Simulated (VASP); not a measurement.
Runs of VASP 6.6.1 on BP (sol). The structure is that of space group F-43m (No. 216), or close to it. The cells are those of the table. 

```tsv
task	cell	k mesh	smearing	gap on the mesh (eV)	pressure (GPa)
single point	a = 3.209 Å, angles 60.0°, 2 atoms	6 × 6 × 6	gaussian 0.1 eV	(a)	-1.7
single point	a = 3.196 Å, angles 60.0°, 2 atoms	8 × 8 × 8	gaussian 0.02 eV	1.15	0.1
single point	a = 3.196 Å, angles 60.0°, 2 atoms	8 × 8 × 8	gaussian 0.01 eV	1.15	0.1
relaxation of cell and atoms	relaxed from a = 3.209 Å, angles 60.0°, 2 atoms	8 × 8 × 8	gaussian 0.02 eV	1.15	0.0
```

Alike in all rows: level PBEsol; potentials or basis VASP PAW PBE potentials, release 64 (B, P); no spin polarisation; cutoff (eV) 500.

**Question.** Estimate the missing entries.

**Answer.** (a) 1.22.

Caveats: the PAW data sets were made with another functional, which shifts forces and pressure a little.

A k mesh can miss the band edges.
